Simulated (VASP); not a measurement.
# Na (P6_3/mmc) in VASP: a series of runs

Na is run at these levels: LDA; tasks: electric field gradients.

Program: VASP 6.6.1. These are calculated values, not measurements. Logs are shortened: lines on timing, memory, paths and dates and some standing lists are left out, and cuts for length are marked.

### Step 1. The cell of the first run

Symmetry: P6_3/mmc, No. 194, hexagonal system. The conventional cell has a = 3.742 Å, b = 3.742 Å, c = 6.113 Å, α = 90.00°, β = 90.00°, γ = 120.00°. Na (site symmetry -6m2) has 12 Na at 3.74 Å within 4.9 Å.

### Step 2. Electric field gradients, LDA (volume scaled by 0.98)

The input, INCAR:

```
PREC = Accurate
ENCUT = 520
EDIFF = 1E-8
ISMEAR = -1
SIGMA = 0.05
LREAL = False
LASPH = True
NELM = 60
ALGO = Normal
ISIF = 2
LWAVE = False
LCHARG = False
GGA = CA
LEFG = True
NBANDS = 14
```

The input, KPOINTS:

```
Automatic mesh
0
Gamma
  11 11 6
```

The input, POSCAR:

```
Na
1.0
    3.7417183499      0.0000000000      0.0000000000
   -1.8708591750      3.2404231448      0.0000000000
    0.0000000000      0.0000000000      6.1126967421
Na
2
Direct
    0.3333333333      0.6666666667      0.2500000000
    0.6666666667      0.3333333333      0.7500000000
```

Potentials or basis: VASP PAW LDA potentials, release 64 (Na_pv).

Command:

```sh
$ cat potpaw_LDA.64/Na_pv/POTCAR > POTCAR
$ mpirun -np 1 vasp_std > vasp.out
```

OUTCAR:

```text
PREC = Accurate
   ENCUT = 520
   EDIFF = 1E-8
   ISMEAR = -1
   LREAL = False
   LASPH = True
   NELM = 60
   ISIF = 2
   GGA = CA

 ion  position               nearest neighbor table
   1  0.333  0.667  0.250-
   2  0.667  0.333  0.750-

  LATTYP: Found a hexagonal cell.
 ALAT       =     3.7417183499
 C/A-ratio  =     1.6336603054

  Lattice vectors:

 A1 = (   3.7417183499,   0.0000000000,   0.0000000000)
 A2 = (  -1.8708591750,   3.2404231448,   0.0000000000)
 A3 = (   0.0000000000,   0.0000000000,   6.1126967421)

Analysis of symmetry for initial positions (statically):
=====================================================================
 Subroutine PRICEL returns:
 Original cell was already a primitive cell.

 Routine SETGRP: Setting up the symmetry group for a
 hexagonal supercell.

 Subroutine GETGRP returns: Found 24 space group operations
 (whereof 12 operations were pure point group operations)
 out of a pool of 24 trial point group operations.

The static configuration has the point symmetry D_3d.
 The point group associated with its full space group is D_6h.

Analysis of symmetry for dynamics (positions and initial velocities):
=====================================================================
 Subroutine PRICEL returns:
 Original cell was already a primitive cell.

 Routine SETGRP: Setting up the symmetry group for a
 hexagonal supercell.

 Subroutine GETGRP returns: Found 24 space group operations
 (whereof 12 operations were pure point group operations)
 out of a pool of 24 trial point group operations.

The dynamic configuration has the point symmetry D_3d.
 The point group associated with its full space group is D_6h.

 Subroutine INISYM returns: Found 24 space group operations
 (whereof 12 operations are pure point group operations),
 and found     1 'primitive' translations

----------------------------------------------------------------------------------------

                                     Primitive cell

  volume of cell :      74.1149

  direct lattice vectors                    reciprocal lattice vectors
     3.741718350  0.000000000  0.000000000     0.267256887  0.154300836  0.000000000
    -1.870859175  3.240423145  0.000000000     0.000000000  0.308601672  0.000000000
     0.000000000  0.000000000  6.112696742     0.000000000  0.000000000  0.163593916

  length of vectors
     3.741718350  3.741718350  6.112696742     0.308601672  0.308601672  0.163593916

  position of ions in fractional coordinates (direct lattice)
     0.333333333  0.666666667  0.250000000
     0.666666667  0.333333333  0.750000000

  ion indices of the primitive-cell ions
   primitive index   ion index
                 1           1
                 2           2

----------------------------------------------------------------------------------------

 KPOINTS: Automatic mesh

Automatic generation of k-mesh.
 Grid dimensions read from file:
 generate k-points for:   11   11    6

 Generating k-lattice:

  Cartesian coordinates                     Fractional coordinates (reciprocal lattice)
     0.024296081  0.014027349  0.000000000     0.090909091 -0.000000000  0.000000000
     0.000000000  0.028054697  0.000000000     0.000000000  0.090909091  0.000000000
     0.000000000  0.000000000  0.027265653     0.000000000  0.000000000  0.166666667

  Length of vectors
     0.028054697  0.028054697  0.027265653

  Shift w.r.t. Gamma in fractional coordinates (k-lattice)
     0.000000000  0.000000000  0.000000000

 Subroutine IBZKPT returns following result:
 ===========================================

 Found     64 irreducible k-points:

 Following reciprocal coordinates:
            Coordinates               Weight
  0.000000  0.000000  0.000000      1.000000
  0.090909  0.000000  0.000000      6.000000
  0.181818  0.000000  0.000000      6.000000
  0.272727 -0.000000  0.000000      6.000000
  0.363636  0.000000  0.000000      6.000000
  0.454545 -0.000000  0.000000      6.000000
[... 16 lines left out ...]
  0.090909  0.090909  0.166667     12.000000
  0.181818  0.090909  0.166667     24.000000
 [... further k-points ...]
   k-points           NKPTS =     64   k-points in BZ     NKDIM =     64   number of bands    NBANDS=     14
   number of dos      NEDOS =    301   number of ions     NIONS =      2
   total plane-waves  NPLWV =  37632
   dimension x,y,z NGX =    28 NGY =   28 NGZ =   48
   dimension x,y,z NGXF=    56 NGYF=   56 NGZF=   96
   ions per type =               2
   NGX,Y,Z   is equivalent  to a cutoff of  12.44, 12.44, 13.05 a.u.
   NGXF,Y,Z  is equivalent  to a cutoff of  24.88, 24.88, 26.11 a.u.
 SYSTEM =  unknown system
   PREC   = accura    normal or accurate (medium, high low for compatibility)
   ISTART =      0    job   : 0-new  1-cont  2-samecut
   ICHARG =      2    charge: 1-file 2-atom 10-const
   ISPIN  =      1    spin polarized calculation?
   LNONCOLLINEAR =      F non collinear calculations
   LSORBIT =      F    spin-orbit coupling
   LASPH  =      T    aspherical Exc in radial PAW
   ENCUT  =  520.0 eV  38.22 Ry    6.18 a.u.   6.96  6.96 11.37*2*pi/ulx,y,z
   NELM   =     60;   NELMIN=  2; NELMDL= -5     # of ELM steps
   EDIFF  = 0.1E-07   stopping-criterion for ELM
   LREAL  =      F    real-space projection
   EDIFFG = 0.1E-06   stopping-criterion for IOM
   NSW    =      0    number of steps for IOM
   IBRION =     -1    ionic relax: 0-MD 1-quasi-New 2-CG
   NFREE  =      0    steps in history (QN), initial steepest desc. (CG)
   ISIF   =      2    stress and relaxation
   ISYM   =      2    0-nonsym 1-usesym 2-fastsym
   POTIM  = 0.5000    time-step for ionic-motion
   TEBEG  =    0.0;   TEEND  =   0.0 temperature during run
   PSTRESS=    0.0 pullay stress
   NELECT =      14.0000    total number of electrons
   NUPDOWN=      -1.0000    fix difference up-down
   EMIN   =  10.00;   EMAX   =-10.00  energy-range for DOS
   EFERMI =   0.00;   METHOD = LEGACY
   ISMEAR =    -1;   SIGMA  =   0.05  broadening in eV -4-tet -1-fermi 0-gaus
   EFERMI_NEDOS =   21; number of points for ismear=-14 and -15
   IALGO  =     38    algorithm
   IMIX   =      4    mixing-type and parameters
     AMIX     =   0.40;   BMIX     =  1.00
     AMIX_MAG =   1.60;   BMIX_MAG =  1.00
  volume/ion in A,a.u.               =      37.06       250.08
  Fermi-wavevector in a.u.,A,eV,Ry     =   0.939324  1.775066 12.004834  0.882330
  Thomas-Fermi vector in A             =   2.066625
   LORBIT       =      0    0 simple, 1 ext, 2 COOP (PROOUT), +10 PAW based schemes
   GGA     = CA    functional components
   LHFCALC =     F    Hartree Fock is set to
   AEXX    =    0.0000 exact exchange contribution
   IVDW    =     0    specifies the selected vdW correction
   LEPSILON=     F    determine dielectric tensor
   LRPA    =     F    only Hartree local field effects (RPA)
 non-spin polarized calculation
  energy-cutoff  :      520.00
  volume of cell :       74.11
 maximum number of plane-waves:      2012
 NGX is ok and might be reduce to    28
   NGX = 13   NGY = 13   NGZ = 23

 number of electron      13.9999998 magnetization

 Free energy of the ion-electron system (eV)
  ---------------------------------------------------
  ext. energy  EPLUGINS =         0.00000000
  ---------------------------------------------------
  free energy    TOTEN  =        -2.88836714 eV

  energy without entropy =       -2.87739466  energy(sigma->0) =       -2.88288090

 E-fermi :   0.1805     XC(G=0):  -6.7283

 val. band max:        0.1533799974   @ k =   0.1818   0.0000   0.1667
 cond. band min:       0.1920521982   @ k =   0.2727   0.2727   0.1667
 fundamental gap:      0.0386722008
 Fermi energy:         0.1805257650

 k-point     1 :       0.0000    0.0000    0.0000
  band No.  band energies     occupation
      1     -24.8131      2.00000
      2     -24.7832      2.00000
      3     -24.7832      2.00000
      4     -24.7782      2.00000
      5     -24.7782      2.00000
      6     -24.7774      2.00000
      7      -3.1233      2.00000
      8       0.7398      0.00003
      9       1.0727      0.00000
     10      10.1133      0.00000
     11      10.1133      0.00000
     12      10.4077      0.00000
     13      10.4077      0.00000
     14      10.6464      0.00000

 k-point     2 :       0.0909    0.0000    0.0000
  band No.  band energies     occupation
      1     -24.8122      2.00000
      2     -24.7853      2.00000
      3     -24.7839      2.00000
      4     -24.7804      2.00000
      5     -24.7785      2.00000
      6     -24.7778      2.00000
      7      -3.0009      2.00000
      8       0.8481      0.00000
      9       1.1924      0.00000
     10       8.2701      0.00000
     11       9.2571      0.00000
     12       9.7063      0.00000
     13      11.3988      0.00000
     14      11.4003      0.00000

 k-point     3 :       0.1818    0.0000    0.0000
  band No.  band energies     occupation
      1     -24.8095      2.00000
      2     -24.7910      2.00000
      3     -24.7862      2.00000
      4     -24.7856      2.00000
      5     -24.7796      2.00000
      6     -24.7789      2.00000
      7      -2.6355      2.00000
      8       1.1733      0.00000
      9       1.5460      0.00000
     10       6.2415      0.00000
     11       8.4617      0.00000
     12       8.6552      0.00000
     13       9.6449      0.00000
     14      10.6551      0.00000
[... 324 lines left out ...]
 k-point    23 :       0.0909    0.0909    0.1667
  band No.  band energies     occupation
      1     -24.8085      2.00000
      2     -24.7882      2.00000
      3     -24.7866      2.00000
      4     -24.7841      2.00000
      5     -24.7799      2.00000
      6     -24.7795      2.00000
      7      -2.6422      2.00000
      8       0.0384      1.88978
      9       2.6475      0.00000
     10       7.2474      0.00000
     11       7.5977      0.00000
     12       9.5870      0.00000
     13       9.7873      0.00000
     14      10.2770      0.00000

 k-point    24 :       0.1818    0.0909    0.1667
  band No.  band energies     occupation
      1     -24.8062      2.00000
      2     -24.7940      2.00000
      3     -24.7926      2.00000
      4     -24.7866      2.00000
      5     -24.7817      2.00000
      6     -24.7806      2.00000
      7      -2.1589      2.00000
      8       0.4964      0.00360
      9       3.0734      0.00000
     10       5.4621      0.00000
     11       6.6515      0.00000
     12       7.9738      0.00000
     13       9.0721      0.00000
     14      10.0506      0.00000

 [... further k-points ...]
[... 5 lines left out ...]
  --------------------------------------------------------------------------------------
  -------------------------------------------------------------------------------------
  Total       -0.4066052     -0.4066052     -0.2770332      0.0000000      0.0000000     -0.0000000
  in kB       -8.7897764     -8.7897764     -5.9887578      0.0000000      0.0000000     -0.0000000
  external PRESSURE =      -7.8561035 kB  Pullay stress =       0.0000000 kB

 VOLUME and BASIS-vectors are now :
 -----------------------------------------------------------------------------
  energy-cutoff  :      520.00
  volume of cell :       74.11
      direct lattice vectors                 reciprocal lattice vectors
     3.741718350  0.000000000  0.000000000     0.267256887  0.154300836  0.000000000
    -1.870859175  3.240423145  0.000000000     0.000000000  0.308601672  0.000000000
     0.000000000  0.000000000  6.112696742     0.000000000  0.000000000  0.163593916

 POSITION                                       TOTAL-FORCE (eV/Angst)
 -----------------------------------------------------------------------------------
     -0.00000      2.16028      1.52817         0.000000     -0.000000      0.000000
      1.87086      1.08014      4.58452        -0.000000      0.000000      0.000000
 -----------------------------------------------------------------------------------
    total drift:                               -0.000000      0.000000     -0.000000

  FREE ENERGIE OF THE ION-ELECTRON SYSTEM (eV)
  ---------------------------------------------------
  free  energy   TOTEN  =        -2.8883671389 eV

  energy  without entropy=       -2.8773946609  energy(sigma->0) =       -2.88288090

 Electric field gradients (V/A^2)
---------------------------------------------------------------------
 ion       V_xx      V_yy      V_zz      V_xy      V_xz      V_yz
---------------------------------------------------------------------
   1       0.259     0.257    -0.517    -0.001     0.000    -0.000
   2       0.259     0.257    -0.517    -0.001    -0.000     0.000
---------------------------------------------------------------------

 Electric field gradients after diagonalization (V/A^2)
 (convention: |V_zz| > |V_xx| > |V_yy|)
----------------------------------------------------------------------
 ion       V_xx      V_yy      V_zz     asymmetry (V_yy - V_xx)/ V_zz
----------------------------------------------------------------------
   1       0.260     0.257    -0.517       0.006
   2       0.260     0.257    -0.517       0.006
----------------------------------------------------------------------

           NMR quadrupolar parameters

 Cq : quadrupolar parameter    Cq=e*Q*V_zz/h
 eta: asymmetry parameters     (V_yy - V_xx)/ V_zz
 Q  : nuclear electric quadrupole moment in mb (millibarn)
----------------------------------------------------------------------
 ion       Cq(MHz)       eta       Q (mb)
----------------------------------------------------------------------
   1      -0.001       0.006       1.000
   2      -0.001       0.006       1.000
----------------------------------------------------------------------
```

Wall time 17 s (1 thread of Intel Xeon 6975P-C (Granite Rapids), shared host); peak memory 0.18 GiB.

What came out:

```
Free energy            : -2.8884 eV
Pressure               : -0.8 GPa
Band gap on the k mesh : zero (band 7 reaches 1.96 eV, above the bottom of band 8 at -2.09 eV)
```

Stress tensor (GPa, compression positive):
```
-0.88  0.00  0.00
 0.00 -0.88  0.00
 0.00  0.00 -0.60
```

Electric field gradients, principal values (V/Å²):
```csv
atom,least,middle,greatest (by size)
1 Na,0.257,0.260,-0.517
2 Na,0.257,0.260,-0.517
```

Caveat: without QUAD_EFG the Cq values of the log hold for a quadrupole moment of 1 mb, not for the nuclei.

(Continued in part 2 of 2.)
